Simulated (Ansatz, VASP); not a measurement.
La4LuF3 in VASP and in Ansatz

```
CELL_PARAMETERS angstrom
4.98059 0.00000 0.00000
-2.49030 4.31332 0.00000
0.00000 0.00000 10.15651
ATOMIC_POSITIONS crystal
La 0.33333 0.66667 0.82420
La 0.66667 0.33333 0.82420
La 0.66667 0.33333 0.17580
La 0.33333 0.66667 0.17580
Lu 0.00000 0.00000 0.00000
F 0.50000 0.00000 0.50000
F 0.00000 0.50000 0.50000
F 0.50000 0.50000 0.50000
```

Alike in both runs: task relaxation of cell and atoms; functional PBE; k mesh 4 × 4 × 2; occupations gaussian, width 0.2 eV; no spin polarisation.

|  | VASP | Ansatz |
| --- | --- | --- |
| version | VASP 6.6.1 | Ansatz 0.2.0 |
| potentials or method | VASP PAW PBE potentials, release 64 (La, Lu, F), cutoff 600 eV | scalar-relativistic, plane waves, PAW |
| valence electrons in the cell | 90 | 90 |

|  | VASP | Ansatz | Ansatz less VASP |
| --- | --- | --- | --- |
| gap on the k mesh at the Fermi level, each at its own relaxed structure (eV) | none | none | - |
| relaxed volume (Å³/atom) | 28.33 | 29.21 | +0.881 |
| relaxed length of the cell vector where the two differ most in proportion (Å) | 5.891 | 5.998 | +0.1075 |

A gap of «none» marks a metal or a gap that the smearing closes.

The k mesh is coarse, so the values compare programs but aren't converged. Spin-orbit coupling is off throughout.
